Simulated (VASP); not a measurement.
The system is Fe3Pb.

```
Fe Pb
1.0
     0.00000    3.07237    3.07237
     3.07237    0.00000    3.07237
     3.07237    3.07237    0.00000
Fe Pb
3 1
Direct
  0.25000 0.25000 0.25000
  0.75000 0.75000 0.75000
  0.50000 0.50000 0.50000
  0.00000 0.00000 0.00000
```

Base run:

```yaml
Program: VASP 6.6.1
Functional: PBE
Potentials_or_basis: VASP PAW PBE potentials, release 64 (Fe, Pb_d)
Cutoff: 520 eV
k_mesh: 12 × 12 × 12
Occupations: gaussian, width 0.1 eV
Spin: no spin polarisation
```

Its results: pressure -10.6 GPa.

Problem. The run is repeated on the same cell with these changes: functional from PBE to r2SCAN. What comes out?

Solution. Pressure -15.6 GPa.

Caveats: the cell stands under tension; the run has no spin polarisation, though such a crystal can be magnetic; the PAW data sets were made with another functional, which shifts forces and pressure a little (at least some runs).
